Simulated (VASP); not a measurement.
LaNb4O: single point with PBE

The system is LaNb4O.

```
CELL_PARAMETERS angstrom
0.00000 3.97336 3.97336
3.97336 0.00000 3.97336
3.97336 3.97336 0.00000
ATOMIC_POSITIONS crystal
La 0.75000 0.75000 0.75000
Nb 0.37927 0.37927 0.86218
Nb 0.86218 0.37927 0.37927
Nb 0.37927 0.37927 0.37927
Nb 0.37927 0.86218 0.37927
O 0.00000 0.00000 0.00000
```

```json
{"Program": "VASP 6.6.1", "Task": "single point", "Functional": "PBE", "Potentials or basis": "VASP PAW PBE potentials, release 64 (La, Nb_sv, O)", "Cutoff": "520 eV", "k mesh": "4 × 4 × 4", "Occupations": "gaussian, width 0.1 eV", "Spin": "no spin polarisation", "Dipole correction": "no", "Further INCAR settings": "ALGO = Normal; EDIFF = 1e-06; NBANDS = 44"}
```

- Pressure: 0.1 GPa
- Largest force: 0.026 eV/Å

Forces in eV/Å, atoms in the order of the input:
```
La   0.000  0.000  0.000
Nb  -0.015 -0.015  0.015
Nb   0.015 -0.015 -0.015
Nb   0.015  0.015  0.015
Nb  -0.015  0.015 -0.015
O    0.000  0.000  0.000
```

Levels at points of the mesh, in eV from the Fermi level:
| k point | band 32 | band 33 | band 34 | band 35 | band 36 | band 37 |
| --- | --- | --- | --- | --- | --- | --- |
| (0.00, 0.00, 0.00) | -0.19 | -0.19 | -0.19 | 1.42 | 1.42 | 1.73 |
| (0.50, 0.00, 0.00) | -0.69 | -0.13 | -0.13 | -0.03 | 0.20 | 0.22 |
| (0.50, 0.50, 0.00) | -0.51 | -0.32 | -0.09 | 0.16 | 0.16 | 0.30 |

Run time: 49 s on 1 thread of Intel(R) Xeon(R) 6975P-C (Granite Rapids), on a shared host, peak memory 0.28 GiB.

Caveat: spin-orbit coupling is left out, which moves the levels of the heavy elements; an odd number of electrons without spin polarisation forces a metal; a magnetic or distorted state may lie lower.
